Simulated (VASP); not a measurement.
A run of VASP 6.6.1 is set up as follows.

The input INCAR:

```
SYSTEM = SiO2
PREC = Accurate
ENCUT = 600
EDIFF = 1E-6
ISMEAR = -1
SIGMA = 0.05
LREAL = .False.
LASPH = .True.
NELM = 120
ALGO = Normal
ISIF = 2
LWAVE = .False.
LCHARG = .False.
GGA = RP
NBANDS = 44
GGA_COMPAT = .False.
```

The input KPOINTS:

```
regular mesh
0
Gamma
  6 6 3
  0 0 0
```

File POSCAR:

```
SiO2
1.0
    5.1394933672      0.0000000000      0.0000000000
   -2.5697466836      4.4509318186      0.0000000000
    0.0000000000      0.0000000000      8.6695859534
Si O
4 8
Direct
    0.3333333333      0.6666666667      0.4372766737
    0.3333333333      0.6666666667      0.0627233263
    0.6666666667      0.3333333333      0.5627233263
    0.6666666667      0.3333333333      0.9372766737
    0.4204496087      0.0000000000      0.0000000000
    0.3333333333      0.6666666667      0.2500000000
    0.6666666667      0.3333333333      0.7500000000
    0.0000000000      0.5795503913      0.5000000000
    0.5795503913      0.5795503913      0.0000000000
    0.5795503913      0.0000000000      0.5000000000
    0.4204496087      0.4204496087      0.5000000000
    0.0000000000      0.4204496087      0.0000000000
```

Potentials or basis: VASP PAW PBE potentials, release 64 (Si, O).

Command:

```bash
$ cat potpaw_PBE.64/Si/POTCAR potpaw_PBE.64/O/POTCAR > POTCAR
$ mpirun -np 1 vasp_std > vasp.out
```

Q: What does it give for the pressure?

A: -0.5 GPa.

Q: What does it give for the band gap on the k mesh?

A: 5.52 eV (least direct gap 5.53 eV).

Forces in eV/Å, atoms in the order of the input:
```
Si   0.000  0.000 -0.014
Si   0.000  0.000  0.014
Si   0.000  0.000  0.014
Si   0.000  0.000 -0.014
O    0.034  0.000  0.000
O    0.000  0.000  0.000
O    0.000  0.000  0.000
O    0.017 -0.030  0.000
O   -0.017 -0.030  0.000
O   -0.034  0.000  0.000
O    0.017  0.030  0.000
O   -0.017  0.030  0.000
```

Caveat: the PAW data sets were made with another functional, which shifts forces and pressure a little. A k mesh can miss the band edges.
